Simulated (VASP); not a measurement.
Input of a VASP 6.6.1 run:

INCAR

```
SYSTEM = CsI
ALGO = Normal ; EDIFF = 1E-6
ENCUT = 500 ; GGA = PS
GGA_COMPAT = .False. ; ISIF = 2
ISMEAR = -1 ; LASPH = .True.
LCHARG = .False. ; LREAL = .False.
LWAVE = .False. ; NBANDS = 15
NELM = 120 ; PREC = Accurate
SIGMA = 0.02
```

The input KPOINTS:

```
k-points
0
Gamma
  6 6 6
  0 0 0
```

The input POSCAR:

```
CsI
1.0
    4.5068144865      0.0000000000      0.0000000000
    0.0000000000      4.5068144865      0.0000000000
    0.0000000000      0.0000000000      4.5068144865
Cs I
1 1
Direct
    0.0000000000      0.0000000000      0.0000000000
    0.5000000000      0.5000000000      0.5000000000
```

Potentials or basis: VASP PAW PBE potentials, release 64 (Cs_sv, I).

Command:

```sh
$ cat potpaw_PBE.64/Cs_sv/POTCAR potpaw_PBE.64/I/POTCAR > POTCAR
$ mpirun -np 1 vasp_std > vasp.out
```

Predict the band gap on the k mesh.

3.83 eV (least direct gap 3.91 eV).

What does it give for the pressure?

0.1 GPa.

Caveat: the PAW data sets were made with another functional, which shifts forces and pressure a little; spin-orbit coupling is left out, which moves the levels of the heavy elements. A hybrid or GW would open this gap; PBEsol tends to underestimate it.
